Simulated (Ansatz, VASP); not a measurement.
# One calculation of ZrC, two programs

```
Zr C
1.0
     3.26953    0.00000    0.00000
    -1.63477    2.83150    0.00000
     0.00000    0.00000    2.93973
Zr C
1 1
Cartesian
  0.0000 0.0000 0.0000
  1.6348 0.9438 1.4699
```

Alike in both runs: functional PBE; k mesh 12 × 12 × 12; occupations gaussian, width 0.05 eV; no spin polarisation.

Ansatz relaxed the structure, and its values are those at the end. VASP's run is a single point on that final structure, the one shown.

|  | VASP | Ansatz |
| --- | --- | --- |
| version | VASP 6.6.1 | Ansatz 0.2.0 |
| potentials or method | VASP PAW PBE potentials, release 64 (Zr_sv, C), cutoff 520 eV | scalar-relativistic, plane waves, PAW |
| valence electrons in the cell | 16 | 16 |

```csv
,VASP,Ansatz,Ansatz less VASP
gap on the k mesh at the Fermi level (eV),none,none,-
pressure (GPa),0.2,0.0,-0.20
```

A gap of «none» marks a metal or a gap that the smearing closes.
